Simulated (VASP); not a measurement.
# SiC in VASP: notebook

SiC is run at these levels: PBE; tasks: single point.

Program: VASP 6.6.1. These are calculated values, not measurements. Logs are shortened: lines on timing, memory, paths and dates and some standing lists are left out, and cuts for length are marked.

**1. The cell of the first run**

The cell holds an amorphous packing of atoms, 16 atoms: a = 5.822 Å, b = 5.849 Å, c = 5.422 Å, α = 92.66°, β = 93.36°, γ = 87.54°.

**2. Single point, PBE**

INCAR

```
SYSTEM = SiC
PREC = Accurate
ENCUT = 520
EDIFF = 1E-6
ISMEAR = -1
SIGMA = 0.3447
LREAL = Auto
LASPH = .True.
NELM = 80
ALGO = Normal
ISIF = 2
LWAVE = .False.
LCHARG = .False.
GGA = PE
NBANDS = 46
ISYM = 0
```

KPOINTS

```
Automatic mesh
0
Gamma
  1 1 1
  0.25 0.25 0.25
```

POSCAR

```
SiC
1.0
    5.8188710000      0.1233160000     -0.1634130000
    0.1233160000      5.8466490000     -0.1286390000
   -0.1634130000     -0.1286390000      5.4181290000
Si C
8 8
Direct
    0.5452226916      0.7184798406      0.9445978499
    0.3636371752     -0.3261006559      0.4010230800
    0.7532522931     -0.0322094361      0.3153848547
    0.2691060449      0.0912366376     -0.0072864607
    0.6440150236      1.0821063268      0.7975826162
    0.1898350695      0.9414302714      0.5790860954
   -0.2404447635      0.4958330327      0.7591322882
    0.5193878141      0.2970171935      0.3368193551
    0.8828320758      0.9273699104      0.7701682953
    0.2115957090      0.4670043516      0.9995853665
    0.0562491821      0.2262828694      0.2467675926
    0.0948705758      0.3899593101      0.6906480191
   -0.1671848258      0.6354345213      0.3280112909
    0.2618765144      0.6951680407      1.0341894312
    0.2185556592      0.3322917147      0.5178478604
   -0.1231683613      0.4109723494      0.2841552426
```

Potentials or basis: VASP PAW PBE potentials, release 64 (Si, C).

Started as:

```bash
> cat potpaw_PBE.64/Si/POTCAR potpaw_PBE.64/C/POTCAR > POTCAR
> mpirun -np 1 vasp_std > vasp.out
```

OUTCAR:

```text
SYSTEM = SiC
   PREC = Accurate
   ENCUT = 520
   EDIFF = 1E-6
   ISMEAR = -1
   LREAL = Auto
   LASPH = .True.
   NELM = 80
   ISIF = 2
   GGA = PE
   ISYM = 0

 ion  position               nearest neighbor table
   1  0.545  0.718  0.945-  14 1.76   7 2.04   5 2.41  10 2.53   9 2.60   4 2.67   3 2.69   2 2.78
                             6 3.07   2 3.08
   2  0.364  0.674  0.401-  14 2.05   6 2.06  15 2.33   8 2.37  10 2.57   1 2.78   3 2.97   1 3.08
                             7 3.10
   3  0.753  0.968  0.315-  13 1.98   8 2.31  11 2.43   9 2.55   1 2.69   5 2.77   6 2.84   5 2.94
                             2 2.97
   4  0.269  0.091  0.993-  11 2.02  10 2.21  14 2.34   6 2.40   5 2.48   8 2.58  12 2.59   1 2.67

   5  0.644  0.082  0.798-   9 1.64   1 2.41   4 2.48   7 2.56   3 2.77   8 2.89   3 2.94   6 2.97

   6  0.190  0.941  0.579-   2 2.06   9 2.12  15 2.34   4 2.40  11 2.57   3 2.84   5 2.97   1 3.07

   7  0.760  0.496  0.759-   1 2.04  12 2.07   5 2.56  13 2.58   8 2.84   2 3.10
   8  0.519  0.297  0.337-  15 2.06  16 2.25   3 2.31   2 2.37   4 2.58   7 2.84   5 2.89
   9  0.883  0.927  0.770-   5 1.64   6 2.12   3 2.55   1 2.60
  10  0.212  0.467  1.000-  14 1.38  12 1.81   4 2.21   1 2.53   2 2.57
  11  0.056  0.226  0.247-  16 1.49  15 1.80   4 2.02   3 2.43   6 2.57
  12  0.095  0.390  0.691-  15 1.24  10 1.81   7 2.07   4 2.59
  13  0.833  0.635  0.328-  16 1.34   3 1.98   7 2.58
  14  0.262  0.695  0.034-  10 1.38   1 1.76   2 2.05   4 2.34
  15  0.219  0.332  0.518-  12 1.24  11 1.80   8 2.06   2 2.33   6 2.34
  16  0.877  0.411  0.284-  13 1.34  11 1.49   8 2.25

IMPORTANT INFORMATION: All symmetrisations will be switched off!
NOSYMM: (Re-)initialisation of all symmetry stuff for point group C_1.

----------------------------------------------------------------------------------------

                                     Primitive cell

  volume of cell :     184.0000

  direct lattice vectors                    reciprocal lattice vectors
     5.818871000  0.123316000 -0.163413000     0.172072577 -0.003516961  0.005106279
     0.123316000  5.846649000 -0.128639000    -0.003516961  0.171199422  0.003958600
    -0.163413000 -0.128639000  5.418129000     0.005106279  0.003958600  0.184813551

  length of vectors
     5.822471156  5.849364013  5.422118927     0.172184247  0.171281294  0.184926454

  position of ions in fractional coordinates (direct lattice)
     0.545222692  0.718479841  0.944597850
     0.363637175  0.673899344  0.401023080
     0.753252293  0.967790564  0.315384855
     0.269106045  0.091236638  0.992713539
     0.644015024  0.082106327  0.797582616
     0.189835069  0.941430271  0.579086095
[... 8 lines left out ...]
     0.218555659  0.332291715  0.517847860
     0.876831639  0.410972349  0.284155243

  ion indices of the primitive-cell ions
   primitive index   ion index
                 1           1
                 2           2
                 3           3
                 4           4
                 5           5
                 6           6
[... 8 lines left out ...]
                15          15
                16          16

----------------------------------------------------------------------------------------

 KPOINTS: Automatic mesh

Automatic generation of k-mesh.
 Grid dimensions read from file:
 generate k-points for:    1    1    1

 Generating k-lattice:

  Cartesian coordinates                     Fractional coordinates (reciprocal lattice)
     0.172072577 -0.003516961  0.005106279     1.000000000 -0.000000000  0.000000000
    -0.003516961  0.171199422  0.003958600    -0.000000000  1.000000000  0.000000000
     0.005106279  0.003958600  0.184813551     0.000000000  0.000000000  1.000000000

  Length of vectors
     0.172184247  0.171281294  0.184926454

  Shift w.r.t. Gamma in fractional coordinates (k-lattice)
     0.250000000  0.250000000  0.250000000

 Subroutine IBZKPT returns following result:
 ===========================================

 Found      1 irreducible k-points:

 Following reciprocal coordinates:
            Coordinates               Weight
  0.250000  0.250000  0.250000      2.000000
   k-points           NKPTS =      1   k-points in BZ     NKDIM =      1   number of bands    NBANDS=     46
   number of dos      NEDOS =    301   number of ions     NIONS =     16
   total plane-waves  NPLWV =  92160
   dimension x,y,z NGX =    48 NGY =   48 NGZ =   40
   dimension x,y,z NGXF=    96 NGYF=   96 NGZF=   80
   ions per type =               8   8
   NGX,Y,Z   is equivalent  to a cutoff of  13.71, 13.64, 12.26 a.u.
   NGXF,Y,Z  is equivalent  to a cutoff of  27.41, 27.28, 24.53 a.u.
 SYSTEM =  SiC
   PREC   = accura    normal or accurate (medium, high low for compatibility)
   ISTART =      0    job   : 0-new  1-cont  2-samecut
   ICHARG =      2    charge: 1-file 2-atom 10-const
   ISPIN  =      1    spin polarized calculation?
   LNONCOLLINEAR =      F non collinear calculations
   LSORBIT =      F    spin-orbit coupling
   LASPH  =      T    aspherical Exc in radial PAW
   ENCUT  =  520.0 eV  38.22 Ry    6.18 a.u.  10.83 10.88 10.08*2*pi/ulx,y,z
   NELM   =     80;   NELMIN=  2; NELMDL= -5     # of ELM steps
   EDIFF  = 0.1E-05   stopping-criterion for ELM
   LREAL  =      T    real-space projection
   EDIFFG = 0.1E-04   stopping-criterion for IOM
   NSW    =      0    number of steps for IOM
   IBRION =     -1    ionic relax: 0-MD 1-quasi-New 2-CG
   NFREE  =      0    steps in history (QN), initial steepest desc. (CG)
   ISIF   =      2    stress and relaxation
   ISYM   =      0    0-nonsym 1-usesym 2-fastsym
   POTIM  = 0.5000    time-step for ionic-motion
   TEBEG  =    0.0;   TEEND  =   0.0 temperature during run
   PSTRESS=    0.0 pullay stress
   NELECT =      64.0000    total number of electrons
   NUPDOWN=      -1.0000    fix difference up-down
   EMIN   =  10.00;   EMAX   =-10.00  energy-range for DOS
   EFERMI =   0.00;   METHOD = LEGACY
   ISMEAR =    -1;   SIGMA  =   0.34  broadening in eV -4-tet -1-fermi 0-gaus
   EFERMI_NEDOS =   21; number of points for ismear=-14 and -15
   IALGO  =     38    algorithm
   IMIX   =      4    mixing-type and parameters
     AMIX     =   0.40;   BMIX     =  1.00
     AMIX_MAG =   1.60;   BMIX_MAG =  1.00
  volume/ion in A,a.u.               =      11.50        77.61
  Fermi-wavevector in a.u.,A,eV,Ry     =   1.151319  2.175677 18.034996  1.325535
  Thomas-Fermi vector in A             =   2.287977
   LORBIT       =      0    0 simple, 1 ext, 2 COOP (PROOUT), +10 PAW based schemes
   GGA     = PE    functional components
   LHFCALC =     F    Hartree Fock is set to
   AEXX    =    0.0000 exact exchange contribution
   IVDW    =     0    specifies the selected vdW correction
   LEPSILON=     F    determine dielectric tensor
   LRPA    =     F    only Hartree local field effects (RPA)
 non-spin polarized calculation
  energy-cutoff  :      520.00
  volume of cell :      184.00
 maximum number of plane-waves:      4941
 NGX is ok and might be reduce to    48
   NGX = 21   NGY = 21   NGZ = 21

 number of electron      63.9999999 magnetization

 Free energy of the ion-electron system (eV)
  ---------------------------------------------------
  ext. energy  EPLUGINS =         0.00000000
  ---------------------------------------------------
  free energy    TOTEN  =       -93.54256492 eV

  energy without entropy =      -90.97994878  energy(sigma->0) =      -92.26125685

 E-fermi :   8.1935     XC(G=0): -11.0941

 val. band max:        8.0427425908   @ k =   0.2500   0.2500   0.2500
 cond. band min:       8.3068779837   @ k =   0.2500   0.2500   0.2500
 fundamental gap:      0.2641353929
 Fermi energy:         8.1934808940

 k-point     1 :       0.2500    0.2500    0.2500
  band No.  band energies     occupation
      1      -9.1090      2.00000
      2      -7.8699      2.00000
      3      -6.7966      2.00000
      4      -5.5359      2.00000
      5      -4.5089      2.00000
      6      -3.4584      2.00000
[... 36 lines left out ...]
     43      11.9409      0.00004
     44      12.1356      0.00002
 [bands above 44 left out]

------------------------ aborting loop because EDIFF is reached ----------------------------------------

  FORCE on cell =-STRESS in cart. coord.  units (eV):
  Direction    XX          YY          ZZ          XY          YZ          ZX
  --------------------------------------------------------------------------------------
  -------------------------------------------------------------------------------------
  Total       20.2963223     11.0313861     -1.0290688     -9.9060140      0.8677716     -9.6447258
  in kB      176.7299525     96.0556457     -8.9606030    -86.2564835      7.5561096    -83.9813202
  external PRESSURE =      87.9416651 kB  Pullay stress =       0.0000000 kB

 VOLUME and BASIS-vectors are now :
 -----------------------------------------------------------------------------
  energy-cutoff  :      520.00
  volume of cell :      184.00
      direct lattice vectors                 reciprocal lattice vectors
     5.818871000  0.123316000 -0.163413000     0.172072577 -0.003516961  0.005106279
     0.123316000  5.846649000 -0.128639000    -0.003516961  0.171199422  0.003958600
    -0.163413000 -0.128639000  5.418129000     0.005106279  0.003958600  0.184813551

 POSITION                                       TOTAL-FORCE (eV/Angst)
 -----------------------------------------------------------------------------------
      3.10682      4.14642      4.93643         0.082361      2.902314      0.897767
      2.13353      3.93331      2.02668         2.696829     -2.040345     -1.672392
      4.45088      5.71065      1.46121         1.757227     -2.443514      0.427763
      1.41492      0.43891      5.32294        -1.457542      1.360921      1.327559
      3.62723      0.45686      4.20560        -3.471813      3.054573      0.230468
      1.12609      5.45313      2.98544        -3.683451      3.301029      2.451688
[... 8 lines left out ...]
      1.22810      1.90313      2.72731         3.525008     -3.315559     -7.345482
      5.10641      2.47438      1.34344        -0.426825     -0.295887     -1.421904
 -----------------------------------------------------------------------------------
    total drift:                                0.003202     -0.008181     -0.010477

  FREE ENERGIE OF THE ION-ELECTRON SYSTEM (eV)
  ---------------------------------------------------
  free  energy   TOTEN  =       -93.5425649240 eV

  energy  without entropy=      -90.9799487793  energy(sigma->0) =      -92.26125685
```

Wall time 13 s (1 thread of Intel Xeon 6975P-C (Granite Rapids), shared host); peak memory 0.26 GiB.

What came out:

| Item | Value |
| --- | --- |
| Free energy | -93.5426 eV |
| Pressure | 8.8 GPa |
| Largest force | 11.031 eV/Å |
| Band gap on the k mesh | 0.26 eV |

Forces in eV/Å, atoms in the order of the input:
```
Si   0.082  2.902  0.898
Si   2.697 -2.040 -1.672
Si   1.757 -2.444  0.428
Si  -1.458  1.361  1.328
Si  -3.472  3.055  0.230
Si  -3.683  3.301  2.452
Si   3.814 -2.986 -3.568
Si   0.127  0.261  1.099
C    5.117 -2.655 -1.792
C   -0.490 -1.211 -4.724
C   -1.676  1.174  2.199
C   -4.642  2.968  9.557
C   -0.013  0.323 -0.030
C   -1.259 -0.398  2.365
C    3.525 -3.316 -7.345
C   -0.427 -0.296 -1.422
```

Stress tensor (GPa, compression positive):
```
17.67 -8.63 -8.40
-8.63  9.61  0.76
-8.40  0.76 -0.90
```

Caveat: the k points lie up to 1.16 Å⁻¹ apart.

**3. Single point, PBE**

INCAR

```
PREC = Accurate ; ENCUT = 520
EDIFF = 1E-6 ; ISMEAR = -1
SIGMA = 0.3447 ; LREAL = Auto
LASPH = T ; NELM = 60
ALGO = Normal ; ISIF = 2
LWAVE = F ; LCHARG = T
GGA = PE ; LELF = T
LVHAR = T ; NBANDS = 46
ISYM = 0
```

KPOINTS is that of step 2.

POSCAR

```
SiC
1.0
    5.8188710000      0.1233160000     -0.1634130000
    0.1233160000      5.8466490000     -0.1286390000
   -0.1634130000     -0.1286390000      5.4181290000
Si C
8 8
Direct
    0.4832783258      0.1105829542      0.5452986154
   -0.0423743668     -0.4352289901     -0.0392849532
    0.3971799065     -0.5326034194      0.2745076370
    0.1433904828      0.1968638705     -0.1483897411
    0.4132567937      0.6314680518      0.7881997551
    0.1246936857      0.7074364370      0.3291090864
   -0.1399403770      0.2772587400      0.4949326991
    0.5096894921      0.0346017939      0.1365947598
    1.0177919986      0.8687433622      0.8846193439
   -0.1568732898      0.7647714402      0.7235845249
   -0.0856608310      0.0732386640     -0.0317834339
   -0.0291178463      0.5806501658      0.6027333462
   -0.2724473608      0.4468987137      0.1044146721
   -0.3717287794      0.8550299552      0.8414083318
    0.5231748881      0.4194243758      0.6403341283
   -0.2629912849      0.2139290872      0.1427580312
```

Potentials or basis: VASP PAW PBE potentials, release 64 (Si, C).

Started as:

```bash
> cat potpaw_PBE.64/Si/POTCAR potpaw_PBE.64/C/POTCAR > POTCAR
> mpirun -np 1 vasp_std > vasp.out
```

It took 14 s on 1 thread of Intel Xeon 6975P-C (Granite Rapids), shared host; peak memory 0.26 GiB.

The run converged. Its results:

```
Free energy            : -97.2689 eV
Pressure               : 18.0 GPa
Largest force          : 10.453 eV/Å
Band gap on the k mesh : 0.39 eV
```

Forces on the atoms (eV/Å):
```
Si  -1.586 -0.573  3.407
Si   1.901 -1.469  1.158
Si   3.532 -1.235 -0.460
Si   3.757  0.227 -1.058
Si  -3.543  5.094  3.963
Si  -1.644  3.006  2.043
Si   0.533  1.486  0.714
Si  -3.105 -2.640 -2.359
C    0.420  2.154  0.566
C   -0.935  0.755  0.019
C   -0.943  2.439  4.860
C   -1.811 -1.799 -2.909
C   -2.450  0.179  1.479
C   -2.613 -0.341 -2.508
C    3.505 -7.496 -6.386
C    4.981  0.212 -2.529
```

Stress tensor (GPa, compression positive):
```
18.39  8.90  1.85
 8.90 27.45  3.88
 1.85  3.88  8.22
```

Levels at points of the mesh, in eV from the valence-band top:
| k point | band 28 | band 29 | band 30 | band 31 | band 32 | band 33 | band 34 | band 35 | band 36 | band 37 |
| --- | --- | --- | --- | --- | --- | --- | --- | --- | --- | --- |
| (0.25, 0.25, 0.25) | -1.73 | -1.37 | -0.98 | -0.39 | 0.00 | 0.39 | 0.91 | 1.34 | 1.55 | 2.36 |

Caveat: the k points lie up to 1.16 Å⁻¹ apart.

(Part 1 of 2 ends here.)
